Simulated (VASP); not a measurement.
# InSe (P6_3/mmc) in VASP: notebook, part 2 of 2

VASP 6.6.1. The steps go on from the part before.

## 3. Relaxation of cell and atoms, PBE+D3(BJ)

This run uses another cell than the first one, of 30.06 Å³/atom, 1.018 times its volume.

INCAR reads:

```
SYSTEM = InSe
ALGO = Normal ; EDIFF = 1E-6
EDIFFG = -0.005 ; ENCUT = 600
GGA = PE ; IBRION = 2
ISIF = 3 ; ISMEAR = -1
IVDW = 12 ; LASPH = .True.
LCHARG = .False. ; LREAL = .False.
LWAVE = .False. ; NELM = 100
NSW = 80 ; PREC = Accurate
SIGMA = 0.02
```

KPOINTS reads:

```
k-points
0
Gamma
  6 6 2
  0 0 0
```

POSCAR reads:

```
InSe
1.0
    4.0500000000      0.0000000000      0.0000000000
   -2.0250000000      3.5074028853      0.0000000000
    0.0000000000      0.0000000000     16.9300000000
In Se
4 4
Direct
    0.3333333333      0.6666666667      0.1570000000
    0.6666666667      0.3333333333      0.6570000000
    0.3333333333      0.6666666667      0.3430000000
    0.6666666667      0.3333333333      0.8430000000
    0.3333333333      0.6666666667      0.6020000000
    0.6666666667      0.3333333333      0.1020000000
    0.3333333333      0.6666666667      0.8980000000
    0.6666666667      0.3333333333      0.3980000000
```

Potentials or basis: VASP PAW PBE potentials, release 64 (In_d, Se).

On the command line:

```console
> cat potpaw_PBE.64/In_d/POTCAR potpaw_PBE.64/Se/POTCAR > POTCAR
> mpirun -np 1 vasp_std > vasp.out
```

OUTCAR:

```text
SYSTEM = InSe
   EDIFF = 1E-6
   EDIFFG = -0.005
   ENCUT = 600
   GGA = PE
   IBRION = 2
   ISIF = 3
   ISMEAR = -1
   IVDW = 12
   LASPH = .True.
   LREAL = .False.
   NELM = 100
   NSW = 80
   PREC = Accurate
 IVDW          = 12

 ion  position               nearest neighbor table
   1  0.333  0.667  0.157-   6 2.52   6 2.52   6 2.52   3 3.15
   2  0.667  0.333  0.657-   5 2.52   5 2.52   5 2.52   4 3.15
   3  0.333  0.667  0.343-   8 2.52   8 2.52   8 2.52   1 3.15
   4  0.667  0.333  0.843-   7 2.52   7 2.52   7 2.52   2 3.15
   5  0.333  0.667  0.602-   2 2.52   2 2.52   2 2.52
   6  0.667  0.333  0.102-   1 2.52   1 2.52   1 2.52
   7  0.333  0.667  0.898-   4 2.52   4 2.52   4 2.52
   8  0.667  0.333  0.398-   3 2.52   3 2.52   3 2.52

  LATTYP: Found a hexagonal cell.
 ALAT       =     4.0500000000
 C/A-ratio  =     4.1802469136

  Lattice vectors:

 A1 = (   4.0500000000,   0.0000000000,   0.0000000000)
 A2 = (  -2.0250000000,   3.5074028853,   0.0000000000)
 A3 = (   0.0000000000,   0.0000000000,  16.9300000000)

Analysis of symmetry for initial positions (statically):
=====================================================================
 Subroutine PRICEL returns:
 Original cell was already a primitive cell.

 Routine SETGRP: Setting up the symmetry group for a
 hexagonal supercell.

 Subroutine GETGRP returns: Found 24 space group operations
 (whereof 12 operations were pure point group operations)
 out of a pool of 24 trial point group operations.

The static configuration has the point symmetry D_3d.
 The point group associated with its full space group is D_6h.

Analysis of symmetry for dynamics (positions and initial velocities):
=====================================================================
 Subroutine PRICEL returns:
 Original cell was already a primitive cell.

 Routine SETGRP: Setting up the symmetry group for a
 hexagonal supercell.

 Subroutine GETGRP returns: Found 24 space group operations
 (whereof 12 operations were pure point group operations)
 out of a pool of 24 trial point group operations.

The dynamic configuration has the point symmetry D_3d.
 The point group associated with its full space group is D_6h.

 Subroutine INISYM returns: Found 24 space group operations
 (whereof 12 operations are pure point group operations),
 and found     1 'primitive' translations

----------------------------------------------------------------------------------------

                                     Primitive cell

  volume of cell :     240.4903

  direct lattice vectors                    reciprocal lattice vectors
     4.050000000  0.000000000  0.000000000     0.246913580  0.142555622  0.000000000
    -2.025000000  3.507402885  0.000000000     0.000000000  0.285111244  0.000000000
     0.000000000  0.000000000 16.930000000     0.000000000  0.000000000  0.059066745

  length of vectors
     4.050000000  4.050000000 16.930000000     0.285111244  0.285111244  0.059066745

  position of ions in fractional coordinates (direct lattice)
     0.333333333  0.666666667  0.157000000
     0.666666667  0.333333333  0.657000000
     0.333333333  0.666666667  0.343000000
     0.666666667  0.333333333  0.843000000
     0.333333333  0.666666667  0.602000000
     0.666666667  0.333333333  0.102000000
     0.333333333  0.666666667  0.898000000
     0.666666667  0.333333333  0.398000000

  ion indices of the primitive-cell ions
[... 25 lines left out ...]
  Length of vectors
     0.047518541  0.047518541  0.029533373

  Shift w.r.t. Gamma in fractional coordinates (k-lattice)
     0.000000000  0.000000000  0.000000000

 Subroutine IBZKPT returns following result:
 ===========================================

 Found     14 irreducible k-points:

 Following reciprocal coordinates:
            Coordinates               Weight
  0.000000  0.000000  0.000000      1.000000
  0.166667  0.000000  0.000000      6.000000
  0.333333 -0.000000  0.000000      6.000000
  0.500000 -0.000000  0.000000      3.000000
  0.166667  0.166667  0.000000      6.000000
  0.333333  0.166667  0.000000     12.000000
  0.333333  0.333333  0.000000      2.000000
  0.000000  0.000000  0.500000      1.000000
  0.166667  0.000000  0.500000      6.000000
  0.333333 -0.000000  0.500000      6.000000
  0.500000 -0.000000  0.500000      3.000000
  0.166667  0.166667  0.500000      6.000000
  0.333333  0.166667  0.500000     12.000000
  0.333333  0.333333  0.500000      2.000000
   k-points           NKPTS =     14   k-points in BZ     NKDIM =     14   number of bands    NBANDS=     45
   number of dos      NEDOS =    301   number of ions     NIONS =      8
   total plane-waves  NPLWV = 143360
   dimension x,y,z NGX =    32 NGY =   32 NGZ =  140
   dimension x,y,z NGXF=    64 NGYF=   64 NGZF=  280
   ions per type =               4   4
   NGX,Y,Z   is equivalent  to a cutoff of  13.14, 13.14, 13.75 a.u.
   NGXF,Y,Z  is equivalent  to a cutoff of  26.27, 26.27, 27.49 a.u.
 SYSTEM =  InSe
   PREC   = accura    normal or accurate (medium, high low for compatibility)
   ISTART =      0    job   : 0-new  1-cont  2-samecut
   ICHARG =      2    charge: 1-file 2-atom 10-const
   ISPIN  =      1    spin polarized calculation?
   LNONCOLLINEAR =      F non collinear calculations
   LSORBIT =      F    spin-orbit coupling
   LASPH  =      T    aspherical Exc in radial PAW
   ENCUT  =  600.0 eV  44.10 Ry    6.64 a.u.   8.09  8.09 33.81*2*pi/ulx,y,z
   NELM   =    100;   NELMIN=  2; NELMDL= -5     # of ELM steps
   EDIFF  = 0.1E-05   stopping-criterion for ELM
   LREAL  =      F    real-space projection
   EDIFFG = -.5E-02   stopping-criterion for IOM
   NSW    =     80    number of steps for IOM
   IBRION =      2    ionic relax: 0-MD 1-quasi-New 2-CG
   NFREE  =      1    steps in history (QN), initial steepest desc. (CG)
   ISIF   =      3    stress and relaxation
   ISYM   =      2    0-nonsym 1-usesym 2-fastsym
   POTIM  = 0.5000    time-step for ionic-motion
   TEBEG  =    0.0;   TEEND  =   0.0 temperature during run
   PSTRESS=    0.0 pullay stress
   NELECT =      76.0000    total number of electrons
   NUPDOWN=      -1.0000    fix difference up-down
   EMIN   =  10.00;   EMAX   =-10.00  energy-range for DOS
   EFERMI =   0.00;   METHOD = LEGACY
   ISMEAR =    -1;   SIGMA  =   0.02  broadening in eV -4-tet -1-fermi 0-gaus
   EFERMI_NEDOS =   21; number of points for ismear=-14 and -15
   IALGO  =     38    algorithm
   IMIX   =      4    mixing-type and parameters
     AMIX     =   0.40;   BMIX     =  1.00
     AMIX_MAG =   1.60;   BMIX_MAG =  1.00
  volume/ion in A,a.u.               =      30.06       202.86
  Fermi-wavevector in a.u.,A,eV,Ry     =   1.115099  2.107232 16.918111  1.243446
  Thomas-Fermi vector in A             =   2.251701
   LORBIT       =      0    0 simple, 1 ext, 2 COOP (PROOUT), +10 PAW based schemes
   GGA     = PE    functional components
   LHFCALC =     F    Hartree Fock is set to
   AEXX    =    0.0000 exact exchange contribution
   IVDW    =    12    specifies the selected vdW correction
   LEPSILON=     F    determine dielectric tensor
   LRPA    =     F    only Hartree local field effects (RPA)
 conjugate gradient relaxation of ions
 non-spin polarized calculation
  energy-cutoff  :      600.00
  volume of cell :      240.49
 maximum number of plane-waves:      8054
   NGX = 17   NGY = 17   NGZ = 67

--------------------------------------- Ionic step        1  -------------------------------------------

 number of electron      75.9999998 magnetization

 Free energy of the ion-electron system (eV)
  ---------------------------------------------------
  ext. energy  EPLUGINS =         0.00000000
  ---------------------------------------------------
  free energy    TOTEN  =       -26.50197299 eV

  energy without entropy =      -26.50037910  energy(sigma->0) =      -26.50117605

------------------------ aborting loop because EDIFF is reached ----------------------------------------

 Edisp (eV)   -2.30603

 E8    (eV) :    -1.0537
[... 123 lines left out ...]
  FREE ENERGIE OF THE ION-ELECTRON SYSTEM (eV)
  ---------------------------------------------------
  free  energy   TOTEN  =       -30.1972870232 eV

  energy  without entropy=      -30.1971994306  energy(sigma->0) =      -30.19724323

[... ionic steps 4 to 31 ...]

--------------------------------------- Ionic step       32  -------------------------------------------

 number of electron      76.0000009 magnetization

------------------------ aborting loop because EDIFF is reached ----------------------------------------
[... 87 lines left out ...]
--------------------------------------- Ionic step       34  -------------------------------------------

 number of electron      76.0000009 magnetization

 Free energy of the ion-electron system (eV)
  ---------------------------------------------------
  ext. energy  EPLUGINS =         0.00000000
  ---------------------------------------------------
  free energy    TOTEN  =       -28.31234927 eV

  energy without entropy =      -28.31234715  energy(sigma->0) =      -28.31234821

 E-fermi :   4.1820     XC(G=0):  -8.8700

 val. band max:        4.0117354244   @ k =   0.0000   0.0000   0.0000
 cond. band min:       4.3523175521   @ k =   0.0000   0.0000   0.0000
 fundamental gap:      0.3405821278
 Fermi energy:         4.1820268755

 k-point     1 :       0.0000    0.0000    0.0000
  band No.  band energies     occupation
      1     -10.7805      2.00000
      2     -10.7796      2.00000
      3     -10.5951      2.00000
      4     -10.5951      2.00000
      5     -10.5947      2.00000
      6     -10.5947      2.00000
[... 700 lines left out ...]
  FREE ENERGIE OF THE ION-ELECTRON SYSTEM (eV)
  ---------------------------------------------------
  free  energy   TOTEN  =       -30.6845002021 eV

  energy  without entropy=      -30.6844980824  energy(sigma->0) =      -30.68449914

 reached required accuracy - stopping structural energy minimisation
```

It took 57 min on 1 thread of Intel Xeon Platinum 8259CL at 2.50GHz (Skylake/Cascade Lake), shared host; peak memory 0.5 GiB.

What came out:

```yaml
Free_energy: -30.6845 eV
Relaxed_volume: 29.53 Å³/atom
Relaxed_cell: a = 4.035 Å, b = 4.035 Å, c = 16.749 Å, α = 90.00°, β = 90.00°, γ = 120.00°
Space_group_after_relaxing_to_0.05_Å: P6_3/mmc (No. 194)
Energy_gained_by_relaxing: 234.6 meV/atom
Ionic_steps: 34
Pressure_after_relaxing: 0.0 GPa
Band_gap_on_the_k_mesh: 0.34 eV, direct
Dispersion_energy_per_atom: -0.297 eV
```

Forces in eV/Å, atoms in the order of the input:
```
In   0.000  0.000  0.003
In   0.000  0.000  0.003
In   0.000  0.000 -0.003
In   0.000  0.000 -0.003
Se   0.000  0.000  0.001
Se   0.000  0.000  0.001
Se   0.000  0.000 -0.001
Se   0.000  0.000 -0.001
```

The path:
```
step  energy change (eV)  largest force (eV/Å)  pressure (GPa)  volume (Å³)
   1              0.0000                2.8893            6.01       240.49
   2             -1.0945                0.2728           -4.43       281.32
   3             -1.3893                0.8235           -2.16       266.83
   4             -1.6614                0.3199           -1.18       254.44
   5             -1.7136                0.2776           -0.30       246.83
   6             -1.8169                0.3176            0.44       240.83
   7             -1.8405                0.3437            1.14       236.00
   8             -1.8556                0.1483           -0.63       240.56
   9             -1.8693                0.0490            0.06       238.72
  10             -1.8693                0.0547            0.08       238.66
  11             -1.8710                0.0500           -0.01       239.00
  12             -1.8710                0.0506           -0.01       239.00
  13             -1.8718                0.0404           -0.04       238.96
  14             -1.8734                0.0478           -0.07       238.84
  15             -1.8728                0.1144           -0.14       238.59
  16             -1.8738                0.0532           -0.10       238.75
  17             -1.8743                0.0490           -0.08       238.46
  18             -1.8755                0.0373           -0.06       237.59
  19             -1.8751                0.0351            0.08       235.86
  20             -1.8757                0.0276            0.02       236.87
  21             -1.8762                0.0142           -0.01       236.69
  22             -1.8764                0.0055           -0.04       236.43
  23             -1.8764                0.0048           -0.04       236.44
  24             -1.8764                0.0047           -0.03       236.56
  25             -1.8764                0.0054           -0.05       236.46
  26             -1.8764                0.0057           -0.04       236.45
  27             -1.8765                0.0094            0.01       236.14
  28             -1.8765                0.0105            0.02       236.16
  29             -1.8765                0.0102            0.01       236.21
  30             -1.8765                0.0094            0.00       236.24
  31             -1.8765                0.0076            0.01       236.23
  32             -1.8765                0.0076            0.00       236.22
  33             -1.8765                0.0085            0.00       236.21
  34             -1.8765                0.0027            0.00       236.21
```

Final structure:
```
In Se
1.0
     4.03541    0.00000    0.00000
    -2.01771    3.49477    0.00000
     0.00000    0.00000   16.74910
In Se
4 4
Cartesian
  0.0000 2.3298 2.7902
  2.0177 1.1649 11.1648
  0.0000 2.3298 5.5843
  2.0177 1.1649 13.9589
  0.0000 2.3298 9.8779
  2.0177 1.1649 1.5034
  0.0000 2.3298 15.2457
  2.0177 1.1649 6.8712
```

Caveat: spin-orbit coupling is left out, which moves the levels of the heavy elements.
